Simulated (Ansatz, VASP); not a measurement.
## CoSi: VASP beside Ansatz

```
Co Si
1.0
     2.70876    0.00000    0.00000
    -1.35438    2.34585    0.00000
     0.00000    0.00000    3.54690
Co Si
1 1
Direct
  0.66667 0.33333 0.00000
  0.00000 0.00000 0.50000
```

Change from the starting cell: species swapped into the CdIn type (P-6m2, No. 187).

Alike in both runs: functional PBE; k mesh 9 × 9 × 4; occupations gaussian, width 0.2 eV; collinear spin.

Ansatz relaxed the structure, and its values are those at the end. VASP's run is a single point on that final structure, the one shown.

|  | VASP | Ansatz |
| --- | --- | --- |
| version | VASP 6.6.1 | Ansatz 0.2.0 |
| potentials or method | VASP PAW PBE potentials, release 64 (Co, Si), cutoff 520 eV | scalar-relativistic, plane waves, PAW |
| valence electrons in the cell | 13 | 21 |

VASP gave:

```
gap on the k mesh at the Fermi level (eV)                     : none
pressure (GPa)                                                : 0.4
net moment per atom (μB)                                      : 0.16
size of the moment on the site where the two differ most (μB) : 0.34
```

**Question.** Estimate Ansatz's values.

**Answer.** gap on the k mesh at the Fermi level (eV): none; pressure (GPa): 0.5; net moment per atom (μB): 0.17; size of the moment on the site where the two differ most (μB): 0.35.

Site moments also hang on the region over which each program counts them. A gap of «none» marks a metal or a gap that the smearing closes. With one functional, cell and mesh, what is left measures potentials, basis and numerics. VASP's potentials hold 13 valence electrons a cell and Ansatz's 21, so a difference there can come from the potentials and not from the codes.

The k mesh is coarse, so the values compare programs but aren't converged.
